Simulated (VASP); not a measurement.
Here is a VASP 6.6.1 calculation.

INCAR

```
SYSTEM = CaO
PREC = Accurate
ENCUT = 520
EDIFF = 1E-6
ISMEAR = 0
SIGMA = 0.01
LREAL = .FALSE.
LASPH = .TRUE.
NELM = 100
ALGO = Fast
ISIF = 2
LWAVE = .FALSE.
LCHARG = .FALSE.
GGA = PE
NBANDS = 24
```

KPOINTS

```
Automatic mesh
0
G
  6 6 4
  0 0 0
```

The input POSCAR:

```
CaO
1.0
    3.9810268818      0.0000000000      0.0000000000
   -1.9905134409      3.4476704128      0.0000000000
    0.0000000000      0.0000000000      4.7701152067
Ca O
2 2
Direct
    0.3333333333      0.6666666667      0.2500000000
    0.6666666667      0.3333333333      0.7500000000
    0.6666666667      0.3333333333      0.2500000000
    0.3333333333      0.6666666667      0.7500000000
```

Potentials or basis: VASP PAW PBE potentials, release 64 (Ca_sv, O).

Run with:

```bash
$ cat potpaw_PBE.64/Ca_sv/POTCAR potpaw_PBE.64/O/POTCAR > POTCAR
$ mpirun -np 1 vasp_std > vasp.out
```

(1) What does it give for the pressure?

(2) What does it give for the band gap on the k mesh?

Answers

(1) 2.3 GPa.

(2) 3.19 eV.
